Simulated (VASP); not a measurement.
Ta:

```
Ta
1.0
     0.00000    2.08252    2.08252
     2.08252    0.00000    2.08252
     2.08252    2.08252    0.00000
Ta
1
Cartesian
  0.0000 0.0000 0.0000
```

| Property | Result |
| --- | --- |
| Program | VASP 6.6.1 |
| Task | relaxation of cell and atoms |
| Functional | PBE |
| Potentials or basis | VASP PAW PBE potentials, release 64 (Ta_pv) |
| Cutoff | 600 eV |
| k mesh | 13 × 13 × 13 |
| Occupations | fermi-dirac, width 0.1 eV |
| Spin | no spin polarisation |

At the start: pressure 8.7 GPa; volume 18.06 Å³/atom.

Question: How do energy, volume and symmetry change on relaxing?

Answer: Over 4 steps the energy falls by 20.2 meV/atom and the volume is 18.84 Å³/atom (+4.3 %); space group Fm-3m (No. 225, to 0.05 Å).

Step by step:
```tsv
step	energy change (eV)	largest force (eV/Å)	pressure (GPa)	volume (Å³)
1	0.0000	0.0000	8.68	18.06
2	0.0793	0.0000	-15.42	20.74
3	-0.0201	0.0000	-0.27	18.86
4	-0.0202	0.0000	-0.01	18.84
```

Final structure:
```
CELL_PARAMETERS angstrom
0.00000 2.11177 2.11177
2.11177 0.00000 2.11177
2.11177 2.11177 0.00000
ATOMIC_POSITIONS crystal
Ta 0.00000 0.00000 0.00000
```
